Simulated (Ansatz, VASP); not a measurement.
## Two plane-wave programs on Al

The input INCAR:

```
SYSTEM = Al
PREC = Accurate
ENCUT = 400
EDIFF = 1E-6
ISMEAR = 1
SIGMA = 0.1
LREAL = .FALSE.
LASPH = .TRUE.
NELM = 120
ALGO = Normal
ISIF = 2
LWAVE = .FALSE.
LCHARG = .FALSE.
LDIPOL = .TRUE.
IDIPOL = 3
DIPOL = 0.5 0.5 0.739
GGA = PE
NBANDS = 14
GGA_COMPAT = .FALSE.
NELMDL = -8
```

The input KPOINTS:

```
regular mesh
0
G
  12 12 1
  0 0 0
```

The input POSCAR:

```
Al
1.0
    2.8758975697      0.0000000000      0.0000000000
    0.0000000000      2.8758975697      0.0000000000
    0.0000000000      0.0000000000     29.9790420115
Al
4
Direct
    0.0000000000      0.0000000000      0.6377515088
    0.5000000000      0.5000000000      0.7055948532
    0.0000000000      0.0000000000      0.7719889424
    0.5000000000      0.5000000000      0.8397116461
```

Input for Ansatz:

```yaml
crystal:
  lattice:
    - [2.8758975697, 0.0, 0.0]
    - [0.0, 2.8758975697, 0.0]
    - [0.0, 0.0, 29.9790420115]
  atoms:
    - { symbol: Al, position: [0.0, 0.0, 0.6377515088] }
    - { symbol: Al, position: [0.5, 0.5, 0.7055948532] }
    - { symbol: Al, position: [0.0, 0.0, 0.7719889424] }
    - { symbol: Al, position: [0.5, 0.5, 0.8397116461] }
basis:
  ecutwfc: 420
kpoints:
  mp_grid: { grid: [12, 12, 1] }
hamiltonian:
  xc: pbe
  pseudopotentials: { kind: paw, azcp: { folder: soft_1 } }
scf:
  occupations: { method: methfessel_paxton, width: 0.1 }
  n_extra_bands: 8
  max_iter: 160
output:
  forces: true
  eigenvalues: true
  write_density: true
  write_potential: true
  elf: true
  volumetric_format: npy
efield:
  axis: 3
  dipole_correction: true
```

Alike in both runs: task single point; functional PBE; k mesh 12 × 12 × 1; occupations methfessel-paxton of order 1, width 0.1 eV; no spin polarisation.

|  | VASP | Ansatz |
| --- | --- | --- |
| version | VASP 6.6.1 | Ansatz 0.2.0 |
| potentials or method | VASP PAW PBE potentials, release 64 (Al), cutoff 400 eV | scalar-relativistic, plane waves, PAW |
| valence electrons in the cell | 12 | 12 |

|  | VASP | Ansatz | Ansatz less VASP |
| --- | --- | --- | --- |
| gap on the k mesh at the Fermi level (eV) | none | none | - |
| rms of the force components (eV/Å) | 0.009 | 0.008 | -0.0007 |

Atom by atom the forces differ by 0.001 eV/Å (rms over components). A gap of «none» marks a metal or a gap that the smearing closes. With one functional, cell and mesh, what is left measures potentials, basis and numerics. Ansatz's warnings: xc potential rough in thin density.
